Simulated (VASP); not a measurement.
# C in VASP: relaxation of cell and atoms with PBE+D3(BJ)

Aim: the relaxation of cell and atoms of C with PBE+D3(BJ).

Program: VASP 6.6.1. These are calculated values, not measurements. Logs are shortened: lines on timing, memory, paths and dates and some standing lists are left out, and cuts for length are marked.

## (1) The cell of the first run

The cell holds a slab with vacuum, 2 atoms: a = 2.456 Å, b = 2.456 Å, c = 8.524 Å, α = 90.00°, β = 90.00°, γ = 120.00°.

## (2) Relaxation of cell and atoms, PBE+D3(BJ)

File INCAR:

```
ALGO = Normal
EDIFF = 1E-7
EDIFFG = -0.02
ENCUT = 910
GGA = PE
GGA_COMPAT = F
IBRION = 2
ISIF = 3
ISMEAR = 0
IVDW = 12
LASPH = T
LCHARG = F
LREAL = F
LWAVE = F
NELM = 120
NELMIN = 4
NSW = 90
PREC = Accurate
SIGMA = 0.1
```

File KPOINTS:

```
k-points
0
Gamma
  18 18 4
```

File POSCAR:

```
C
1.0
    2.4561701622      0.0000000000      0.0000000000
   -1.2280850811      2.1271057565      0.0000000000
    0.0000000000      0.0000000000      8.5238033600
C
2
Direct
    0.3333333300      0.6666666700      0.0000000000
    0.6666666700      0.3333333300      0.0000000000
```

Potentials or basis: VASP PAW PBE potentials, release 64 (C_h).

Started as:

```bash
$ cat potpaw_PBE.64/C_h/POTCAR > POTCAR
$ mpirun -np 1 vasp_std > vasp.out
```

OUTCAR:

```text
EDIFF = 1E-7
   EDIFFG = -0.02
   ENCUT = 910
   GGA = PE
   IBRION = 2
   ISIF = 3
   ISMEAR = 0
   IVDW = 12
   LASPH = T
   LREAL = F
   NELM = 120
   NELMIN = 4
   NSW = 90
   PREC = Accurate
 IVDW          = 12

 ion  position               nearest neighbor table
   1  0.333  0.667  0.000-   2 1.42   2 1.42   2 1.42
   2  0.667  0.333  0.000-   1 1.42   1 1.42   1 1.42

  LATTYP: Found a hexagonal cell.
 ALAT       =     2.4561701622
 C/A-ratio  =     3.4703635323

  Lattice vectors:

 A1 = (   2.4561701622,   0.0000000000,   0.0000000000)
 A2 = (  -1.2280850811,   2.1271057565,   0.0000000000)
 A3 = (   0.0000000000,   0.0000000000,   8.5238033600)

Analysis of symmetry for initial positions (statically):
=====================================================================
 Subroutine PRICEL returns:
 Original cell was already a primitive cell.

 Routine SETGRP: Setting up the symmetry group for a
 hexagonal supercell.

 Subroutine GETGRP returns: Found 24 space group operations
 (whereof 24 operations were pure point group operations)
 out of a pool of 24 trial point group operations.

The static configuration has the point symmetry D_6h.

Analysis of symmetry for dynamics (positions and initial velocities):
=====================================================================
 Subroutine PRICEL returns:
 Original cell was already a primitive cell.

 Routine SETGRP: Setting up the symmetry group for a
 hexagonal supercell.

 Subroutine GETGRP returns: Found 24 space group operations
 (whereof 24 operations were pure point group operations)
 out of a pool of 24 trial point group operations.

The dynamic configuration has the point symmetry D_6h.

 Subroutine INISYM returns: Found 24 space group operations
 (whereof 24 operations are pure point group operations),
 and found     1 'primitive' translations

----------------------------------------------------------------------------------------

                                     Primitive cell

  volume of cell :      44.5329

  direct lattice vectors                    reciprocal lattice vectors
     2.456170162  0.000000000  0.000000000     0.407137916  0.235061185  0.000000000
    -1.228085081  2.127105756  0.000000000     0.000000000  0.470122370  0.000000000
     0.000000000  0.000000000  8.523803360     0.000000000  0.000000000  0.117318521

  length of vectors
     2.456170162  2.456170162  8.523803360     0.470122370  0.470122370  0.117318521

  position of ions in fractional coordinates (direct lattice)
     0.333333330  0.666666670  0.000000000
     0.666666670  0.333333330  0.000000000

  ion indices of the primitive-cell ions
   primitive index   ion index
                 1           1
                 2           2

----------------------------------------------------------------------------------------

 KPOINTS: k-points

Automatic generation of k-mesh.
 Grid dimensions read from file:
 generate k-points for:   18   18    4

 Generating k-lattice:

  Cartesian coordinates                     Fractional coordinates (reciprocal lattice)
     0.022618773  0.013058955  0.000000000     0.055555556 -0.000000000  0.000000000
     0.000000000  0.026117909  0.000000000     0.000000000  0.055555556  0.000000000
     0.000000000  0.000000000  0.029329630     0.000000000  0.000000000  0.250000000

  Length of vectors
     0.026117909  0.026117909  0.029329630

  Shift w.r.t. Gamma in fractional coordinates (k-lattice)
     0.000000000  0.000000000  0.000000000

 Subroutine IBZKPT returns following result:
 ===========================================

 Found    111 irreducible k-points:

 Following reciprocal coordinates:
            Coordinates               Weight
  0.000000  0.000000  0.000000      1.000000
  0.055556  0.000000  0.000000      6.000000
  0.111111  0.000000  0.000000      6.000000
  0.166667 -0.000000  0.000000      6.000000
  0.222222 -0.000000  0.000000      6.000000
  0.277778  0.000000  0.000000      6.000000
[... 16 lines left out ...]
  0.333333  0.111111  0.000000     12.000000
  0.388889  0.111111  0.000000     12.000000
 [... further k-points ...]
   k-points           NKPTS =    111   k-points in BZ     NKDIM =    111   number of bands    NBANDS=      8
   number of dos      NEDOS =    301   number of ions     NIONS =      2
   total plane-waves  NPLWV =  48384
   dimension x,y,z NGX =    24 NGY =   24 NGZ =   84
   dimension x,y,z NGXF=    48 NGYF=   48 NGZF=  168
   ions per type =               2
   NGX,Y,Z   is equivalent  to a cutoff of  16.24, 16.24, 16.38 a.u.
   NGXF,Y,Z  is equivalent  to a cutoff of  32.49, 32.49, 32.77 a.u.
 SYSTEM =  unknown system
   PREC   = accura    normal or accurate (medium, high low for compatibility)
   ISTART =      0    job   : 0-new  1-cont  2-samecut
   ICHARG =      2    charge: 1-file 2-atom 10-const
   ISPIN  =      1    spin polarized calculation?
   LNONCOLLINEAR =      F non collinear calculations
   LSORBIT =      F    spin-orbit coupling
   LASPH  =      T    aspherical Exc in radial PAW
   ENCUT  =  910.0 eV  66.88 Ry    8.18 a.u.   6.04  6.04 20.97*2*pi/ulx,y,z
   NELM   =    120;   NELMIN=  4; NELMDL= -5     # of ELM steps
   EDIFF  = 0.1E-06   stopping-criterion for ELM
   LREAL  =      F    real-space projection
   EDIFFG = -.2E-01   stopping-criterion for IOM
   NSW    =     90    number of steps for IOM
   IBRION =      2    ionic relax: 0-MD 1-quasi-New 2-CG
   NFREE  =      1    steps in history (QN), initial steepest desc. (CG)
   ISIF   =      3    stress and relaxation
   ISYM   =      2    0-nonsym 1-usesym 2-fastsym
   POTIM  = 0.5000    time-step for ionic-motion
   TEBEG  =    0.0;   TEEND  =   0.0 temperature during run
   PSTRESS=    0.0 pullay stress
   NELECT =       8.0000    total number of electrons
   NUPDOWN=      -1.0000    fix difference up-down
   EMIN   =  10.00;   EMAX   =-10.00  energy-range for DOS
   EFERMI =   0.00;   METHOD = LEGACY
   ISMEAR =     0;   SIGMA  =   0.10  broadening in eV -4-tet -1-fermi 0-gaus
   EFERMI_NEDOS =   21; number of points for ismear=-14 and -15
   IALGO  =     38    algorithm
   IMIX   =      4    mixing-type and parameters
     AMIX     =   0.40;   BMIX     =  1.00
     AMIX_MAG =   1.60;   BMIX_MAG =  1.00
  volume/ion in A,a.u.               =      22.27       150.26
  Fermi-wavevector in a.u.,A,eV,Ry     =   0.923729  1.745594 11.609511  0.853275
  Thomas-Fermi vector in A             =   2.049397
   LORBIT       =      0    0 simple, 1 ext, 2 COOP (PROOUT), +10 PAW based schemes
   GGA     = PE    functional components
   LHFCALC =     F    Hartree Fock is set to
   AEXX    =    0.0000 exact exchange contribution
   IVDW    =    12    specifies the selected vdW correction
   LEPSILON=     F    determine dielectric tensor
   LRPA    =     F    only Hartree local field effects (RPA)
 conjugate gradient relaxation of ions
 non-spin polarized calculation
 Gauss-broadening in eV      SIGMA  =   0.10
  energy-cutoff  :      910.00
  volume of cell :       44.53
 maximum number of plane-waves:      2814
   NGX = 13   NGY = 13   NGZ = 41

--------------------------------------- Ionic step        1  -------------------------------------------

 number of electron       8.0000000 magnetization

 Free energy of the ion-electron system (eV)
  ---------------------------------------------------
  ext. energy  EPLUGINS =         0.00000000
  ---------------------------------------------------
  free energy    TOTEN  =       -18.48256430 eV

  energy without entropy =      -18.48186777  energy(sigma->0) =      -18.48221604

------------------------ aborting loop because EDIFF is reached ----------------------------------------

 Edisp (eV)   -0.18100

 E8    (eV) :    -0.0557

  FORCE on cell =-STRESS in cart. coord.  units (eV):
  Direction    XX          YY          ZZ          XY          YZ          ZX
  --------------------------------------------------------------------------------------
  -------------------------------------------------------------------------------------
  Total       0.51455     0.51455    -0.04827     0.00000     0.00000     0.00000
  in kB      18.51208    18.51208    -1.73653     0.00000     0.00000     0.00000
  external pressure =       11.76 kB  Pullay stress =        0.00 kB
[... 261 lines left out ...]
  energy  without entropy=      -18.6651843717  energy(sigma->0) =      -18.66553264

--------------------------------------- Ionic step        8  -------------------------------------------

 number of electron       8.0000000 magnetization

 Free energy of the ion-electron system (eV)
  ---------------------------------------------------
  ext. energy  EPLUGINS =         0.00000000
  ---------------------------------------------------
  free energy    TOTEN  =       -18.48527252 eV

  energy without entropy =      -18.48457599  energy(sigma->0) =      -18.48492426

 E-fermi :  -0.3179     XC(G=0):  -5.1230

 val. band max:       -0.3179060321   @ k =   0.3333   0.3333   0.2500
 cond. band min:      -0.3178600875   @ k =   0.3333   0.3333   0.0000
 fundamental gap:      0.0000459446
 Fermi energy:        -0.3179054099

 k-point     1 :       0.0000    0.0000    0.0000
  band No.  band energies     occupation
      1     -19.8545      2.00000
      2      -7.9452      2.00000
      3      -3.3755      2.00000
      4      -3.3755      2.00000
      5       2.6416      0.00000
      6       5.0982      0.00000
      7       6.8708      0.00000
      8       8.0000      0.00000
[... 243 lines left out ...]
 k-point    24 :       0.3889    0.1111    0.0000
  band No.  band energies     occupation
      1     -15.1691      2.00000
      2     -12.5410      2.00000
      3      -7.5751      2.00000
      4      -2.8522      2.00000
      5       1.8186      0.00000
      6       8.3304      0.00000
      7       9.2648      0.00000
      8      11.1644      0.00000

 [... further k-points ...]

------------------------ aborting loop because EDIFF is reached ----------------------------------------

 Edisp (eV)   -0.18112

 E8    (eV) :    -0.0557

  FORCE on cell =-STRESS in cart. coord.  units (eV):
  Direction    XX          YY          ZZ          XY          YZ          ZX
  --------------------------------------------------------------------------------------
  -------------------------------------------------------------------------------------
  Total       0.00235     0.00235    -0.03988     0.00000     0.00000     0.00000
  in kB       0.08589     0.08589    -1.45722     0.00000     0.00000     0.00000
  external pressure =       -0.43 kB  Pullay stress =        0.00 kB
[... 17 lines left out ...]
  FREE ENERGIE OF THE ION-ELECTRON SYSTEM (eV)
  ---------------------------------------------------
  free  energy   TOTEN  =       -18.6663936367 eV

  energy  without entropy=      -18.6656971065  energy(sigma->0) =      -18.66604537

 reached required accuracy - stopping structural energy minimisation
```

It took 3.4 min on 1 thread of Intel Xeon Platinum 8488C (Sapphire Rapids), shared host; peak memory 0.26 GiB.

What came out:

```
Free energy                           : -18.6664 eV
Relaxed cell                          : a = 2.465 Å, b = 2.465 Å, c = 8.333 Å, α = 90.00°, β = 90.00°, γ = 120.00°
Space group after relaxing (to 0.1 Å) : P6/mmm (No. 191)
Energy gained by relaxing             : 1.4 meV/atom
Ionic steps                           : 8
Band gap on the k mesh                : zero (filled and empty bands touch)
Dispersion energy per atom            : -0.091 eV
```

The path:
```tsv
step	energy change (eV)	largest force (eV/Å)	pressure (GPa)	volume (Å³)
1	0.0000	0.0000	1.18	44.53
2	0.0089	0.0000	-2.91	45.59
3	-0.0018	0.0000	-0.07	44.84
4	-0.0018	0.0000	-0.05	44.84
5	-0.0019	0.0000	-0.05	44.79
6	-0.0020	0.0000	-0.05	44.66
7	-0.0023	0.0000	-0.05	44.39
8	-0.0028	0.0000	-0.04	43.85
```

Final structure:
```cif
data_structure
_symmetry_space_group_name_H-M 'P 1'
_symmetry_Int_Tables_number 1
_cell_length_a 2.4650
_cell_length_b 2.4650
_cell_length_c 8.3329
_cell_angle_alpha 90.000
_cell_angle_beta 90.000
_cell_angle_gamma 120.000
_cell_volume 43.85
loop_
_atom_site_label
_atom_site_type_symbol
_atom_site_fract_x
_atom_site_fract_y
_atom_site_fract_z
_atom_site_occupancy
C1 C 0.33333 0.66667 0.00000 1
C2 C 0.66667 0.33333 0.00000 1
```

Levels at points of the mesh, in eV from the Fermi level:
```tsv
k point	band 1	band 2	band 3	band 4	band 5	band 6	band 7	band 8
(0.00, 0.00, 0.00)	-19.54	-7.63	-3.06	-3.06	2.96	5.42	7.19	8.32
(0.50, 0.00, 0.00)	-14.29	-13.25	-6.44	-2.36	1.68	7.38	10.87	11.01
(0.00, 0.00, 0.50)	-19.54	-7.63	-3.06	-3.06	3.76	3.77	8.32	8.32
(0.50, 0.00, 0.50)	-14.29	-13.25	-6.44	-2.36	1.68	7.38	11.46	11.65
```

Caveat: the cutoff is under 1.25 times the usual one of these potentials, so pressure, stress and relaxed cells hold a basis-set (Pulay) error.
